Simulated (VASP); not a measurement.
# BaZrO3 (Pm-3m) in VASP: notebook

The runs below take BaZrO3 through single point, with PBE.

Everything below comes from runs of VASP 6.6.1. Logs are shortened: lines on timing, memory, paths and dates and some standing lists are left out, and cuts for length are marked.

### 1 The cell of the first run

The structure is cubic, space group Pm-3m (No. 221). Conventional cell: a = 4.106 Å, b = 4.106 Å, c = 4.106 Å, α = 90.00°, β = 90.00°, γ = 90.00°. Within 3.8 Å of Ba (site symmetry m-3m) lie 12 O at 2.90 Å and 8 Zr at 3.56 Å. Within 2.7 Å of Zr (site symmetry m-3m) lie 6 O at 2.05 Å. Within 2.7 Å of O (site symmetry 4/mmm) lie 2 Zr at 2.05 Å.

### 2 Single point, PBE

Contents of INCAR:

```
SYSTEM = BaZrO3
PREC = Accurate
ENCUT = 520
EDIFF = 1E-6
ISMEAR = 0
SIGMA = 0.01
LREAL = .False.
LASPH = .True.
NELM = 100
ALGO = Normal
ISIF = 2
LWAVE = .False.
LCHARG = .False.
GGA = PE
NBANDS = 28
```

Contents of KPOINTS:

```
Automatic mesh
0
Gamma
  6 6 6
  0 0 0
```

Contents of POSCAR:

```
BaZrO3
1.0
    4.1057784409      0.0000000000      0.0000000000
    0.0000000000      4.1057784409      0.0000000000
    0.0000000000      0.0000000000      4.1057784409
Ba Zr O
1 1 3
Direct
    0.0000000000      0.0000000000      0.0000000000
    0.5000000000      0.5000000000      0.5000000000
    0.0000000000      0.5000000000      0.5000000000
    0.5000000000      0.0000000000      0.5000000000
    0.5000000000      0.5000000000      0.0000000000
```

Potentials or basis: VASP PAW PBE potentials, release 64 (Ba_sv, Zr_sv, O).

Command:

```bash
> cat potpaw_PBE.64/Ba_sv/POTCAR potpaw_PBE.64/Zr_sv/POTCAR potpaw_PBE.64/O/POTCAR > POTCAR
> mpirun -np 1 vasp_std > vasp.out
```

OUTCAR:

```text
SYSTEM = BaZrO3
   PREC = Accurate
   ENCUT = 520
   EDIFF = 1E-6
   ISMEAR = 0
   LREAL = .False.
   LASPH = .True.
   NELM = 100
   ISIF = 2
   GGA = PE

 ion  position               nearest neighbor table
   1  0.000  0.000  0.000-   3 2.90   4 2.90   5 2.90   3 2.90   4 2.90   3 2.90   5 2.90   3 2.90
                             4 2.90   5 2.90   4 2.90   5 2.90   2 3.56   2 3.56   2 3.56   2 3.56
   2  0.500  0.500  0.500-   3 2.05   4 2.05   5 2.05   5 2.05   4 2.05   3 2.05   1 3.56   1 3.56
                             1 3.56   1 3.56   1 3.56   1 3.56   1 3.56   1 3.56
   3  0.000  0.500  0.500-   2 2.05   2 2.05   1 2.90   1 2.90   1 2.90   1 2.90
   4  0.500  0.000  0.500-   2 2.05   2 2.05   1 2.90   1 2.90   1 2.90   1 2.90
   5  0.500  0.500  0.000-   2 2.05   2 2.05   1 2.90   1 2.90   1 2.90   1 2.90

  LATTYP: Found a simple cubic cell.
 ALAT       =     4.1057784409

  Lattice vectors:

 A1 = (   4.1057784409,   0.0000000000,   0.0000000000)
 A2 = (   0.0000000000,   4.1057784409,   0.0000000000)
 A3 = (   0.0000000000,   0.0000000000,   4.1057784409)

Analysis of symmetry for initial positions (statically):
=====================================================================
 Subroutine PRICEL returns:
 Original cell was already a primitive cell.

 Routine SETGRP: Setting up the symmetry group for a
 simple cubic supercell.

 Subroutine GETGRP returns: Found 48 space group operations
 (whereof 48 operations were pure point group operations)
 out of a pool of 48 trial point group operations.

The static configuration has the point symmetry O_h .

Analysis of symmetry for dynamics (positions and initial velocities):
=====================================================================
 Subroutine PRICEL returns:
 Original cell was already a primitive cell.

 Routine SETGRP: Setting up the symmetry group for a
 simple cubic supercell.

 Subroutine GETGRP returns: Found 48 space group operations
 (whereof 48 operations were pure point group operations)
 out of a pool of 48 trial point group operations.

The dynamic configuration has the point symmetry O_h .

 Subroutine INISYM returns: Found 48 space group operations
 (whereof 48 operations are pure point group operations),
 and found     1 'primitive' translations

----------------------------------------------------------------------------------------

                                     Primitive cell

  volume of cell :      69.2128

  direct lattice vectors                    reciprocal lattice vectors
     4.105778441  0.000000000  0.000000000     0.243559173  0.000000000  0.000000000
     0.000000000  4.105778441  0.000000000     0.000000000  0.243559173  0.000000000
     0.000000000  0.000000000  4.105778441     0.000000000  0.000000000  0.243559173

  length of vectors
     4.105778441  4.105778441  4.105778441     0.243559173  0.243559173  0.243559173

  position of ions in fractional coordinates (direct lattice)
     0.000000000  0.000000000  0.000000000
     0.500000000  0.500000000  0.500000000
     0.000000000  0.500000000  0.500000000
     0.500000000  0.000000000  0.500000000
     0.500000000  0.500000000  0.000000000

  ion indices of the primitive-cell ions
   primitive index   ion index
                 1           1
                 2           2
                 3           3
                 4           4
                 5           5

----------------------------------------------------------------------------------------

 KPOINTS: Automatic mesh

Automatic generation of k-mesh.
 Grid dimensions read from file:
 generate k-points for:    6    6    6

 Generating k-lattice:

  Cartesian coordinates                     Fractional coordinates (reciprocal lattice)
     0.040593195  0.000000000  0.000000000     0.166666667  0.000000000  0.000000000
     0.000000000  0.040593195  0.000000000     0.000000000  0.166666667  0.000000000
     0.000000000  0.000000000  0.040593195     0.000000000  0.000000000  0.166666667

  Length of vectors
     0.040593195  0.040593195  0.040593195

  Shift w.r.t. Gamma in fractional coordinates (k-lattice)
     0.000000000  0.000000000  0.000000000

 Subroutine IBZKPT returns following result:
 ===========================================

 Found     20 irreducible k-points:

 Following reciprocal coordinates:
            Coordinates               Weight
  0.000000  0.000000  0.000000      1.000000
  0.166667  0.000000  0.000000      6.000000
  0.333333  0.000000  0.000000      6.000000
  0.500000  0.000000  0.000000      3.000000
  0.166667  0.166667  0.000000     12.000000
  0.333333  0.166667  0.000000     24.000000
[... 12 lines left out ...]
  0.500000  0.500000  0.333333      6.000000
  0.500000  0.500000  0.500000      1.000000
   k-points           NKPTS =     20   k-points in BZ     NKDIM =     20   number of bands    NBANDS=     28
   number of dos      NEDOS =    301   number of ions     NIONS =      5
   total plane-waves  NPLWV =  32768
   dimension x,y,z NGX =    32 NGY =   32 NGZ =   32
   dimension x,y,z NGXF=    64 NGYF=   64 NGZF=   64
   ions per type =               1   1   3
   NGX,Y,Z   is equivalent  to a cutoff of  12.96, 12.96, 12.96 a.u.
   NGXF,Y,Z  is equivalent  to a cutoff of  25.91, 25.91, 25.91 a.u.
 SYSTEM =  BaZrO3
   PREC   = accura    normal or accurate (medium, high low for compatibility)
   ISTART =      0    job   : 0-new  1-cont  2-samecut
   ICHARG =      2    charge: 1-file 2-atom 10-const
   ISPIN  =      1    spin polarized calculation?
   LNONCOLLINEAR =      F non collinear calculations
   LSORBIT =      F    spin-orbit coupling
   LASPH  =      T    aspherical Exc in radial PAW
   ENCUT  =  520.0 eV  38.22 Ry    6.18 a.u.   7.63  7.63  7.63*2*pi/ulx,y,z
   NELM   =    100;   NELMIN=  2; NELMDL= -5     # of ELM steps
   EDIFF  = 0.1E-05   stopping-criterion for ELM
   LREAL  =      F    real-space projection
   EDIFFG = 0.1E-04   stopping-criterion for IOM
   NSW    =      0    number of steps for IOM
   IBRION =     -1    ionic relax: 0-MD 1-quasi-New 2-CG
   NFREE  =      0    steps in history (QN), initial steepest desc. (CG)
   ISIF   =      2    stress and relaxation
   ISYM   =      2    0-nonsym 1-usesym 2-fastsym
   POTIM  = 0.5000    time-step for ionic-motion
   TEBEG  =    0.0;   TEEND  =   0.0 temperature during run
   PSTRESS=    0.0 pullay stress
   NELECT =      40.0000    total number of electrons
   NUPDOWN=      -1.0000    fix difference up-down
   EMIN   =  10.00;   EMAX   =-10.00  energy-range for DOS
   EFERMI =   0.00;   METHOD = LEGACY
   ISMEAR =     0;   SIGMA  =   0.01  broadening in eV -4-tet -1-fermi 0-gaus
   EFERMI_NEDOS =   21; number of points for ismear=-14 and -15
   IALGO  =     38    algorithm
   IMIX   =      4    mixing-type and parameters
     AMIX     =   0.40;   BMIX     =  1.00
     AMIX_MAG =   1.60;   BMIX_MAG =  1.00
  volume/ion in A,a.u.               =      13.84        93.41
  Fermi-wavevector in a.u.,A,eV,Ry     =   1.363639  2.576903 25.300176  1.859511
  Thomas-Fermi vector in A             =   2.490024
   LORBIT       =      0    0 simple, 1 ext, 2 COOP (PROOUT), +10 PAW based schemes
   GGA     = PE    functional components
   LHFCALC =     F    Hartree Fock is set to
   AEXX    =    0.0000 exact exchange contribution
   IVDW    =     0    specifies the selected vdW correction
   LEPSILON=     F    determine dielectric tensor
   LRPA    =     F    only Hartree local field effects (RPA)
 non-spin polarized calculation
 Gauss-broadening in eV      SIGMA  =   0.01
  energy-cutoff  :      520.00
  volume of cell :       69.21
 maximum number of plane-waves:      1888
 NGX is ok and might be reduce to    32
   NGX = 15   NGY = 15   NGZ = 15

 number of electron      40.0000022 magnetization

 Free energy of the ion-electron system (eV)
  ---------------------------------------------------
  ext. energy  EPLUGINS =         0.00000000
  ---------------------------------------------------
  free energy    TOTEN  =       -41.38236327 eV

  energy without entropy =      -41.38236327  energy(sigma->0) =      -41.38236327

 E-fermi :   4.2930     XC(G=0): -11.0875

 val. band max:        4.2444857305   @ k =   0.5000   0.5000   0.5000
 cond. band min:       7.5625103111   @ k =   0.0000   0.0000   0.0000
 fundamental gap:      3.3180245807
 Fermi energy:         4.2930058241

 k-point     1 :       0.0000    0.0000    0.0000
  band No.  band energies     occupation
      1     -42.3881      2.00000
      2     -20.8911      2.00000
      3     -20.6413      2.00000
      4     -20.6413      2.00000
      5     -20.6413      2.00000
      6     -12.2255      2.00000
[... 20 lines left out ...]
     27      12.3695      0.00000
     28      12.3695      0.00000

 k-point     2 :       0.1667    0.0000    0.0000
  band No.  band energies     occupation
      1     -42.3869      2.00000
      2     -20.9685      2.00000
      3     -20.6389      2.00000
      4     -20.6389      2.00000
      5     -20.6293      2.00000
      6     -12.2578      2.00000
[... 20 lines left out ...]
     27      12.3726      0.00000
     28      12.8011      0.00000

 k-point     3 :       0.3333    0.0000    0.0000
  band No.  band energies     occupation
      1     -42.3844      2.00000
      2     -21.1216      2.00000
      3     -20.6340      2.00000
      4     -20.6340      2.00000
      5     -20.5977      2.00000
      6     -12.4090      2.00000
[... 20 lines left out ...]
     27      12.3738      0.00000
     28      12.7757      0.00000

 k-point     4 :       0.5000    0.0000    0.0000
  band No.  band energies     occupation
      1     -42.3832      2.00000
      2     -21.1955      2.00000
      3     -20.6316      2.00000
      4     -20.6316      2.00000
      5     -20.5802      2.00000
      6     -12.4880      2.00000
[... 20 lines left out ...]
     27      12.3681      0.00000
     28      13.1734      0.00000

 k-point     5 :       0.1667    0.1667    0.0000
  band No.  band energies     occupation
      1     -42.3857      2.00000
      2     -20.9877      2.00000
      3     -20.7278      2.00000
      4     -20.6365      2.00000
      5     -20.5882      2.00000
      6     -12.2110      2.00000
[... 20 lines left out ...]
     27      12.7331      0.00000
     28      12.8360      0.00000

 k-point     6 :       0.3333    0.1667    0.0000
  band No.  band energies     occupation
      1     -42.3832      2.00000
      2     -21.0886      2.00000
      3     -20.7458      2.00000
      4     -20.6317      2.00000
      5     -20.5941      2.00000
      6     -12.2807      2.00000
[... 339 lines left out ...]
      5     -20.6854      2.00000
      6     -11.3342      2.00000
[... 20 lines left out ...]
     27      12.8971      0.00000
     28      12.8971      0.00000

 k-point    18 :       0.5000    0.3333    0.3333
  band No.  band energies     occupation
      1     -42.3760      2.00000
      2     -20.9852      2.00000
      3     -20.8822      2.00000
      4     -20.8790      2.00000
      5     -20.7159      2.00000
      6     -11.2725      2.00000
[... 20 lines left out ...]
     27      12.8849      0.00000
     28      13.5979      0.00000

 k-point    19 :       0.5000    0.5000    0.3333
  band No.  band energies     occupation
      1     -42.3748      2.00000
      2     -20.9597      2.00000
      3     -20.9597      2.00000
      4     -20.8773      2.00000
      5     -20.7270      2.00000
      6     -11.1643      2.00000
[... 20 lines left out ...]
     27      13.1566      0.00000
     28      13.9408      0.00000

 k-point    20 :       0.5000    0.5000    0.5000
  band No.  band energies     occupation
      1     -42.3736      2.00000
      2     -20.9561      2.00000
      3     -20.9561      2.00000
      4     -20.9561      2.00000
      5     -20.7149      2.00000
      6     -10.8108      2.00000
[... 20 lines left out ...]
     27      13.8037      0.00000
     28      13.8037      0.00000

------------------------ aborting loop because EDIFF is reached ----------------------------------------

  FORCE on cell =-STRESS in cart. coord.  units (eV):
  Direction    XX          YY          ZZ          XY          YZ          ZX
  --------------------------------------------------------------------------------------
  -------------------------------------------------------------------------------------
  Total        7.4407824      7.4407824      7.4407824      0.0000000      0.0000000     -0.0000000
  in kB      172.2434270    172.2434270    172.2434270      0.0000000      0.0000000     -0.0000000
  external PRESSURE =     172.2434270 kB  Pullay stress =       0.0000000 kB

 VOLUME and BASIS-vectors are now :
 -----------------------------------------------------------------------------
  energy-cutoff  :      520.00
  volume of cell :       69.21
      direct lattice vectors                 reciprocal lattice vectors
     4.105778441  0.000000000  0.000000000     0.243559173  0.000000000  0.000000000
     0.000000000  4.105778441  0.000000000     0.000000000  0.243559173  0.000000000
     0.000000000  0.000000000  4.105778441     0.000000000  0.000000000  0.243559173

 POSITION                                       TOTAL-FORCE (eV/Angst)
 -----------------------------------------------------------------------------------
      0.00000      0.00000      0.00000         0.000000      0.000000      0.000000
      2.05289      2.05289      2.05289         0.000000      0.000000      0.000000
      0.00000      2.05289      2.05289         0.000000      0.000000      0.000000
      2.05289      0.00000      2.05289         0.000000      0.000000      0.000000
      2.05289      2.05289      0.00000         0.000000      0.000000      0.000000
 -----------------------------------------------------------------------------------
    total drift:                                0.000000     -0.000000     -0.000000

  FREE ENERGIE OF THE ION-ELECTRON SYSTEM (eV)
  ---------------------------------------------------
  free  energy   TOTEN  =       -41.3823632693 eV

  energy  without entropy=      -41.3823632693  energy(sigma->0) =      -41.38236327
```

It took 14 s on 1 thread of AMD EPYC 9R45 (Zen 5), shared host; peak memory 0.17 GiB.

What came out:

* Free energy: -41.3824 eV
* Pressure: 17.2 GPa
* Band gap on the k mesh: 3.32 eV, indirect (least direct gap 3.46 eV)

Caveat: spin-orbit coupling is left out, which moves the levels of the heavy elements.

(Part 1 of 2 ends here.)
